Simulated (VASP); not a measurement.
PbS, 2 atoms in the cell. It takes space group Fm-3m (No. 225, cubic). Conventional cell: a = 5.931 Å, b = 5.931 Å, c = 5.931 Å, α = 90.00°, β = 90.00°, γ = 90.00°. Within 3.9 Å of Pb (site symmetry m-3m) lie 6 S at 2.97 Å. S (site symmetry m-3m) has 6 Pb at 2.97 Å within 3.9 Å. 

* Program: VASP 6.6.1
* Task: relaxation of cell and atoms
* Functional: PBEsol-based screened hybrid with 25 % exact exchange
* Potentials or basis: VASP PAW PBE potentials, release 64 (Pb_d, S)
* Cutoff: 600 eV
* k mesh: 4 × 4 × 4
* Occupations: fermi-dirac, width 0.05 eV
* Spin: no spin polarisation
* Dipole correction: no
* Grid for exact exchange (PRECFOCK): Normal
* Share of exact exchange: 0.25
* Further INCAR settings: ALGO = Normal; EDIFF = 1e-06; IBRION = 2; EDIFFG = -0.01; NSW = 60; ISIF = 3
* Screening parameter: 0.207 1/Å

Potentials or basis: VASP PAW PBE potentials, release 64 (Pb_d, S).

Launch:

```bash
$ cat potpaw_PBE.64/Pb_d/POTCAR potpaw_PBE.64/S/POTCAR > POTCAR
$ cp INCAR.step1 INCAR
$ mpirun -np 1 vasp_std > vasp.out
$ cp INCAR.step2 INCAR
$ mpirun -np 1 vasp_std > vasp.out
```

Hardware: 1 thread of Intel(R) Xeon(R) 6975P-C (Granite Rapids) (shared host).

Problem. Estimate the wall time of this run.

Solution. Run time: 27 min on 1 thread of Intel(R) Xeon(R) 6975P-C (Granite Rapids) (shared host), peak memory 0.32 GiB. Counts: k points 8, ion steps 4.
